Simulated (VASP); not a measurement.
## K2CdSe2O6: electric field gradients with PBE

K2CdSe2O6:

```
K Cd Se O
1.0
     2.84875    1.64473    6.31620
    -2.84875    1.64473    6.31620
     0.00000   -3.28945    6.31620
K Cd Se O
2 1 2 6
Direct
  0.80393 0.80393 0.80393
  0.19607 0.19607 0.19607
  0.00000 0.00000 0.00000
  0.62397 0.62397 0.62397
  0.37603 0.37603 0.37603
  0.74196 0.27626 0.74196
  0.74196 0.74196 0.27626
  0.27626 0.74196 0.74196
  0.25804 0.72374 0.25804
  0.72374 0.25804 0.25804
  0.25804 0.25804 0.72374
```

- Program: VASP 6.6.1
- Task: electric field gradients
- Functional: PBE
- Potentials or basis: VASP PAW PBE potentials, release 64 (K_sv, Cd, Se, O)
- Cutoff: 520 eV
- k mesh: 5 × 5 × 5
- Occupations: fermi-dirac, width 0.02 eV
- Spin: no spin polarisation
- Dipole correction: no
- Further INCAR settings: ALGO = Normal; EDIFF = 1e-08; NBANDS = 50

```
Pressure                                : 6.2 GPa
Largest force                           : 1.688 eV/Å
Band gap on the k mesh                  : 3.83 eV (least direct gap 4.16 eV)
Largest electric field gradient by atom : K -2.6; Cd -16.2; Se -305.3; O +123.2 V/Å²
```

Forces in eV/Å, atoms in the order of the input:
```
K    0.000  0.000 -0.031
K    0.000  0.000  0.031
Cd   0.000  0.000  0.000
Se   0.000  0.000  1.688
Se   0.000  0.000 -1.688
O    0.907 -0.524 -0.689
O    0.000  1.047 -0.689
O   -0.907 -0.524 -0.689
O   -0.907  0.524  0.689
O    0.907  0.524  0.689
O    0.000 -1.047  0.689
```

Stress tensor (GPa, compression positive):
```
7.00 0.00 0.00
0.00 7.00 0.00
0.00 0.00 4.54
```

Levels at points of the mesh, in eV from the valence-band top:
```tsv
k point	band 36	band 37	band 38	band 39	band 40	band 41	band 42	band 43
(0.00, 0.00, 0.00)	-0.38	-0.38	-0.34	-0.33	3.83	4.76	4.76	5.41
```

Electric field gradients, principal values (V/Å²):
| atom | least | middle | greatest (by size) |
| --- | --- | --- | --- |
| 1 K | 1.280 | 1.280 | -2.559 |
| 2 K | 1.280 | 1.280 | -2.559 |
| 3 Cd | 8.111 | 8.111 | -16.222 |
| 4 Se | 152.648 | 152.648 | -305.295 |
| 5 Se | 152.648 | 152.648 | -305.295 |
| 6 O | -51.144 | -72.074 | 123.218 |
| 7 O | -51.144 | -72.074 | 123.218 |
| 8 O | -51.144 | -72.074 | 123.218 |
| 9 O | -51.144 | -72.074 | 123.218 |
| 10 O | -51.144 | -72.074 | 123.218 |
| 11 O | -51.144 | -72.074 | 123.218 |

Run time: 3.5 min on 1 thread of Intel(R) Xeon(R) 6975P-C (Granite Rapids), on a shared host, peak memory 0.48 GiB.

Caveat: the cell stands under pressure; without QUAD_EFG the Cq values of the log hold for a quadrupole moment of 1 mb, not for the nuclei; forces of over 1 eV/Å act on the atoms, so gaps and moduli don't describe the material at rest. A k mesh can miss the band edges.
